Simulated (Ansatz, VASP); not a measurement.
# Ag: VASP beside Ansatz

INCAR

```
SYSTEM = Ag
PREC = Accurate
ENCUT = 520
EDIFF = 1E-6
ISMEAR = -1
SIGMA = 0.05
LREAL = .FALSE.
LASPH = .TRUE.
NELM = 60
ALGO = Normal
ISIF = 2
LWAVE = .FALSE.
LCHARG = .FALSE.
GGA = PS
NBANDS = 18
```

File KPOINTS:

```
regular mesh
0
G
  15 15 8
  0 0 0
```

Contents of POSCAR:

```
Ag
1.0
    2.6318342970      0.0000000000      0.0000000000
   -1.3159171485      2.2792353597      0.0000000000
    0.0000000000      0.0000000000      4.3353292927
Ag
2
Direct
    0.3333333333      0.6666666667      0.2500000000
    0.6666666667      0.3333333333      0.7500000000
```

Input for Ansatz:

```yaml
crystal:
  lattice:
    - [2.631834297, 0.0, 0.0]
    - [-1.3159171485, 2.2792353597, 0.0]
    - [0.0, 0.0, 4.3353292927]
  atoms:
    - { symbol: Ag, position: [0.3333333333, 0.6666666667, 0.25] }
    - { symbol: Ag, position: [0.6666666667, 0.3333333333, 0.75] }
kpoints:
  mp_grid: { grid: [15, 15, 8] }
scf:
  occupations: { method: fermi_dirac, width: 0.05 }
hamiltonian:
  xc: pbesol
  pseudopotentials: { kind: all_electron, lapw: { basis_error: 0.001 } }
output:
  forces: true
  stress: true
  eigenvalues: true
  populations: true
```

Change from the starting cell: volume scaled by 0.78, LAPW.

Alike in both runs: task single point; functional PBEsol; k mesh 15 × 15 × 8; occupations fermi-dirac, width 0.05 eV; no spin polarisation.

```csv
,VASP,Ansatz
version,VASP 6.6.1,Ansatz 0.2.0
potentials or method,"VASP PAW PBE potentials, release 64 (Ag), cutoff 520 eV","all-electron LAPW, scalar-relativistic"
```

|  | VASP | Ansatz | Ansatz less VASP |
| --- | --- | --- | --- |
| pressure (GPa) | 58.3 | 59.0 | +0.71 |
| traceless stress, the component that is largest in VASP (GPa) | 0.12 | 0.08 | -0.036 |

VASP's potentials were made for PBE, not for PBEsol. Both programs put the cell under a high pressure, so it lies far from rest at this level. Ansatz ran all-electron here, and VASP with PAW potentials.
